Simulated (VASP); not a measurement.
# ZnS (F-43m) in VASP: single point with PBE

Aim: the single point of ZnS with PBE.

Everything below comes from runs of VASP 6.6.1. Logs are shortened: lines on timing, memory, paths and dates and some standing lists are left out, and cuts for length are marked.

**What was measured.**

“Electronic, vibrational, and thermodynamic properties of ZnS (zincblende and rocksalt structure)”, 2009, arxiv:0911.5022 quotes, for a bulk crystal of ZnS at 19 K: band gap 3.85 eV (direct).

How close the calculation comes is told below.

## (1) The cell of the first run

It takes space group F-43m (No. 216, cubic). Conventional cell: a = 5.404 Å, b = 5.404 Å, c = 5.404 Å, α = 90.00°, β = 90.00°, γ = 90.00°. Zn (site symmetry -43m) has 4 S at 2.34 Å within 3.1 Å. S (site symmetry -43m) has 4 Zn at 2.34 Å within 3.1 Å.

## (2) Single point, PBE

INCAR reads:

```
SYSTEM = ZnS
PREC = Accurate ; ENCUT = 500
EDIFF = 1E-6 ; ISMEAR = 0
SIGMA = 0.01 ; LREAL = .FALSE.
LASPH = .TRUE. ; NELM = 120
ALGO = Normal ; ISIF = 2
LWAVE = .FALSE. ; LCHARG = .TRUE.
GGA = PE ; LELF = .TRUE.
LVHAR = .TRUE. ; NBANDS = 16
GGA_COMPAT = .FALSE.
```

KPOINTS reads:

```
regular mesh
0
G
  8 8 8
  0 0 0
```

POSCAR reads:

```
ZnS
1.0
    0.0000000000      2.7020000000      2.7020000000
    2.7020000000      0.0000000000      2.7020000000
    2.7020000000      2.7020000000      0.0000000000
Zn S
1 1
Direct
    0.2500000000      0.2500000000      0.2500000000
    0.0000000000      0.0000000000      0.0000000000
```

Potentials or basis: VASP PAW PBE potentials, release 64 (Zn, S).

Started as:

```
$ cat potpaw_PBE.64/Zn/POTCAR potpaw_PBE.64/S/POTCAR > POTCAR
$ mpirun -np 1 vasp_std > vasp.out
```

OUTCAR:

```text
SYSTEM = ZnS
   PREC = Accurate
   ENCUT = 500
   EDIFF = 1E-6
   ISMEAR = 0
   LREAL = .FALSE.
   LASPH = .TRUE.
   NELM = 120
   ISIF = 2
   GGA = PE

 ion  position               nearest neighbor table
   1  0.250  0.250  0.250-   2 2.34   2 2.34   2 2.34   2 2.34
   2  0.000  0.000  0.000-   1 2.34   1 2.34   1 2.34   1 2.34

  LATTYP: Found a face centered cubic cell.
 ALAT       =     5.4040000000

  Lattice vectors:

 A1 = (   0.0000000000,   2.7020000000,   2.7020000000)
 A2 = (   2.7020000000,   0.0000000000,   2.7020000000)
 A3 = (   2.7020000000,   2.7020000000,   0.0000000000)

Analysis of symmetry for initial positions (statically):
=====================================================================
 Subroutine PRICEL returns:
 Original cell was already a primitive cell.

 Routine SETGRP: Setting up the symmetry group for a
 face centered cubic supercell.

 Subroutine GETGRP returns: Found 24 space group operations
 (whereof 24 operations were pure point group operations)
 out of a pool of 48 trial point group operations.

The static configuration has the point symmetry T_d .

Analysis of symmetry for dynamics (positions and initial velocities):
=====================================================================
 Subroutine PRICEL returns:
 Original cell was already a primitive cell.

 Routine SETGRP: Setting up the symmetry group for a
 face centered cubic supercell.

 Subroutine GETGRP returns: Found 24 space group operations
 (whereof 24 operations were pure point group operations)
 out of a pool of 48 trial point group operations.

The dynamic configuration has the point symmetry T_d .

 Subroutine INISYM returns: Found 24 space group operations
 (whereof 24 operations are pure point group operations),
 and found     1 'primitive' translations

----------------------------------------------------------------------------------------

                                     Primitive cell

  volume of cell :      39.4535

  direct lattice vectors                    reciprocal lattice vectors
     0.000000000  2.702000000  2.702000000    -0.185048113  0.185048113  0.185048113
     2.702000000  0.000000000  2.702000000     0.185048113 -0.185048113  0.185048113
     2.702000000  2.702000000  0.000000000     0.185048113  0.185048113 -0.185048113

  length of vectors
     3.821205046  3.821205046  3.821205046     0.320512733  0.320512733  0.320512733

  position of ions in fractional coordinates (direct lattice)
     0.250000000  0.250000000  0.250000000
     0.000000000  0.000000000  0.000000000

  ion indices of the primitive-cell ions
   primitive index   ion index
                 1           1
                 2           2

----------------------------------------------------------------------------------------

 KPOINTS: regular mesh

Automatic generation of k-mesh.
 Grid dimensions read from file:
 generate k-points for:    8    8    8

 Generating k-lattice:

  Cartesian coordinates                     Fractional coordinates (reciprocal lattice)
    -0.023131014  0.023131014  0.023131014     0.125000000  0.000000000  0.000000000
     0.023131014 -0.023131014  0.023131014     0.000000000  0.125000000  0.000000000
     0.023131014  0.023131014 -0.023131014     0.000000000  0.000000000  0.125000000

  Length of vectors
     0.040064092  0.040064092  0.040064092

  Shift w.r.t. Gamma in fractional coordinates (k-lattice)
     0.000000000  0.000000000  0.000000000

 Subroutine IBZKPT returns following result:
 ===========================================

 Found     29 irreducible k-points:

 Following reciprocal coordinates:
            Coordinates               Weight
  0.000000  0.000000  0.000000      1.000000
  0.125000  0.000000  0.000000      8.000000
  0.250000  0.000000  0.000000      8.000000
  0.375000  0.000000  0.000000      8.000000
  0.500000  0.000000  0.000000      4.000000
  0.125000  0.125000  0.000000      6.000000
[... 16 lines left out ...]
  0.500000  0.250000  0.125000     48.000000
 -0.375000  0.250000  0.125000     24.000000
 [... further k-points ...]
   k-points           NKPTS =     29   k-points in BZ     NKDIM =     29   number of bands    NBANDS=     16
   number of dos      NEDOS =    301   number of ions     NIONS =      2
   total plane-waves  NPLWV =  21952
   dimension x,y,z NGX =    28 NGY =   28 NGZ =   28
   dimension x,y,z NGXF=    56 NGYF=   56 NGZF=   56
   ions per type =               1   1
   NGX,Y,Z   is equivalent  to a cutoff of  12.18, 12.18, 12.18 a.u.
   NGXF,Y,Z  is equivalent  to a cutoff of  24.36, 24.36, 24.36 a.u.
 SYSTEM =  ZnS
   PREC   = accura    normal or accurate (medium, high low for compatibility)
   ISTART =      0    job   : 0-new  1-cont  2-samecut
   ICHARG =      2    charge: 1-file 2-atom 10-const
   ISPIN  =      1    spin polarized calculation?
   LNONCOLLINEAR =      F non collinear calculations
   LSORBIT =      F    spin-orbit coupling
   LASPH  =      T    aspherical Exc in radial PAW
   ENCUT  =  500.0 eV  36.75 Ry    6.06 a.u.   6.97  6.97  6.97*2*pi/ulx,y,z
   NELM   =    120;   NELMIN=  2; NELMDL= -5     # of ELM steps
   EDIFF  = 0.1E-05   stopping-criterion for ELM
   LREAL  =      F    real-space projection
   EDIFFG = 0.1E-04   stopping-criterion for IOM
   NSW    =      0    number of steps for IOM
   IBRION =     -1    ionic relax: 0-MD 1-quasi-New 2-CG
   NFREE  =      0    steps in history (QN), initial steepest desc. (CG)
   ISIF   =      2    stress and relaxation
   ISYM   =      2    0-nonsym 1-usesym 2-fastsym
   POTIM  = 0.5000    time-step for ionic-motion
   TEBEG  =    0.0;   TEEND  =   0.0 temperature during run
   PSTRESS=    0.0 pullay stress
   NELECT =      18.0000    total number of electrons
   NUPDOWN=      -1.0000    fix difference up-down
   EMIN   =  10.00;   EMAX   =-10.00  energy-range for DOS
   EFERMI =   0.00;   METHOD = LEGACY
   ISMEAR =     0;   SIGMA  =   0.01  broadening in eV -4-tet -1-fermi 0-gaus
   EFERMI_NEDOS =   21; number of points for ismear=-14 and -15
   IALGO  =     38    algorithm
   IMIX   =      4    mixing-type and parameters
     AMIX     =   0.40;   BMIX     =  1.00
     AMIX_MAG =   1.60;   BMIX_MAG =  1.00
  volume/ion in A,a.u.               =      19.73       133.12
  Fermi-wavevector in a.u.,A,eV,Ry     =   1.260290  2.381602 21.610537  1.588330
  Thomas-Fermi vector in A             =   2.393807
   LORBIT       =      0    0 simple, 1 ext, 2 COOP (PROOUT), +10 PAW based schemes
   GGA     = PE    functional components
   LHFCALC =     F    Hartree Fock is set to
   AEXX    =    0.0000 exact exchange contribution
   IVDW    =     0    specifies the selected vdW correction
   LEPSILON=     F    determine dielectric tensor
   LRPA    =     F    only Hartree local field effects (RPA)
 non-spin polarized calculation
 Gauss-broadening in eV      SIGMA  =   0.01
  energy-cutoff  :      500.00
  volume of cell :       39.45
 maximum number of plane-waves:      1018
   NGX = 13   NGY = 13   NGZ = 13

 number of electron      18.0000000 magnetization

 Free energy of the ion-electron system (eV)
  ---------------------------------------------------
  ext. energy  EPLUGINS =         0.00000000
  ---------------------------------------------------
  free energy    TOTEN  =        -6.84684918 eV

  energy without entropy =       -6.84684918  energy(sigma->0) =       -6.84684918

 E-fermi :   2.2214     XC(G=0):  -9.6303

 val. band max:        2.1070353425   @ k =   0.0000   0.0000   0.0000
 cond. band min:       4.2209761444   @ k =   0.0000   0.0000   0.0000
 fundamental gap:      2.1139408019
 Fermi energy:         2.2213696730

 k-point     1 :       0.0000    0.0000    0.0000
  band No.  band energies     occupation
      1     -11.0333      2.00000
      2      -4.2322      2.00000
      3      -4.2322      2.00000
      4      -4.2322      2.00000
      5      -3.7341      2.00000
      6      -3.7341      2.00000
[... 8 lines left out ...]
     15      13.8699      0.00000
     16      13.9775      0.00000

 k-point     2 :       0.1250    0.0000    0.0000
  band No.  band energies     occupation
      1     -10.9166      2.00000
      2      -4.2310      2.00000
      3      -4.2112      2.00000
      4      -4.2112      2.00000
      5      -3.7357      2.00000
      6      -3.7357      2.00000
[... 8 lines left out ...]
     15      13.2779      0.00000
     16      14.7666      0.00000

 k-point     3 :       0.2500    0.0000    0.0000
  band No.  band energies     occupation
      1     -10.6117      2.00000
      2      -4.1837      2.00000
      3      -4.1652      2.00000
      4      -4.1652      2.00000
      5      -3.7325      2.00000
      6      -3.7325      2.00000
[... 8 lines left out ...]
     15      13.0792      0.00000
     16      14.3159      0.00000

 k-point     4 :       0.3750    0.0000    0.0000
  band No.  band energies     occupation
      1     -10.2654      2.00000
      2      -4.1287      2.00000
      3      -4.1287      2.00000
      4      -3.9661      2.00000
      5      -3.7157      2.00000
      6      -3.7156      2.00000
[... 8 lines left out ...]
     15      14.1867      0.00000
     16      14.1867      0.00000
[... 324 lines left out ...]
 k-point    22 :       0.3750    0.2500    0.1250
  band No.  band energies     occupation
      1     -10.3726      2.00000
      2      -4.2089      2.00000
      3      -4.0999      2.00000
      4      -4.0728      2.00000
      5      -3.7564      2.00000
      6      -3.6960      2.00000
[... 8 lines left out ...]
     15      14.8912      0.00000
     16      17.1983      0.00000

 k-point    23 :       0.5000    0.2500    0.1250
  band No.  band energies     occupation
      1     -10.0832      2.00000
      2      -4.1210      2.00000
      3      -4.0690      2.00000
      4      -3.9263      2.00000
      5      -3.7163      2.00000
      6      -3.6611      2.00000
[... 8 lines left out ...]
     15      15.8730      0.00000
     16      16.4280      0.00000

 k-point    24 :      -0.3750    0.2500    0.1250
  band No.  band energies     occupation
      1      -9.9536      2.00000
      2      -4.1049      2.00000
      3      -4.0476      2.00000
      4      -3.7880      2.00000
      5      -3.7216      2.00000
      6      -3.4645      2.00000
[... 8 lines left out ...]
     15      15.5712      0.00000
     16      16.3676      0.00000

 [... further k-points ...]
[... 5 lines left out ...]
  --------------------------------------------------------------------------------------
  -------------------------------------------------------------------------------------
  Total        0.4315146      0.4315146      0.4315146     -0.0000000     -0.0000000     -0.0000000
  in kB       17.5234677     17.5234677     17.5234677     -0.0000000     -0.0000000     -0.0000000
  external PRESSURE =      17.5234677 kB  Pullay stress =       0.0000000 kB

 VOLUME and BASIS-vectors are now :
 -----------------------------------------------------------------------------
  energy-cutoff  :      500.00
  volume of cell :       39.45
      direct lattice vectors                 reciprocal lattice vectors
     0.000000000  2.702000000  2.702000000    -0.185048113  0.185048113  0.185048113
     2.702000000  0.000000000  2.702000000     0.185048113 -0.185048113  0.185048113
     2.702000000  2.702000000  0.000000000     0.185048113  0.185048113 -0.185048113

 POSITION                                       TOTAL-FORCE (eV/Angst)
 -----------------------------------------------------------------------------------
      1.35100      1.35100      1.35100         0.000000      0.000000      0.000000
      0.00000      0.00000      0.00000        -0.000000     -0.000000     -0.000000
 -----------------------------------------------------------------------------------
    total drift:                               -0.000000     -0.000000     -0.000000

  FREE ENERGIE OF THE ION-ELECTRON SYSTEM (eV)
  ---------------------------------------------------
  free  energy   TOTEN  =        -6.8468491765 eV

  energy  without entropy=       -6.8468491765  energy(sigma->0) =       -6.84684918
```

It took 7.2 s on 1 thread of Intel Xeon 6975P-C (Granite Rapids), shared host; peak memory 0.16 GiB.

What came out:

* Free energy: -6.8468 eV
* Pressure: 1.8 GPa
* Band gap on the k mesh: 2.11 eV, direct

Levels at points of the mesh, in eV from the valence-band top:
```
           k point  band 7  band 8  band 9  band 10  band 11  band 12
(0.00, 0.00, 0.00)    0.00    0.00    0.00     2.11     6.40     6.40
(0.50, 0.00, 0.00)   -5.29   -0.87   -0.87     3.31     6.93     6.93
(0.50, 0.50, 0.00)   -4.56   -2.22   -2.22     3.41     4.07    10.98
```

## (3) Comparison with measurements

Step 2. Against the measured gap of ZnS, 3.85 eV (direct; 19 K; quoted in “Electronic, vibrational, and thermodynamic properties of ZnS (zincblende and rocksalt structure)”, 2009, arxiv:0911.5022), the calculated 2.11 eV is off by -1.74 eV. The value is that of PBE, without temperature or zero-point motion. Semilocal functionals fall short of measured gaps as a rule.
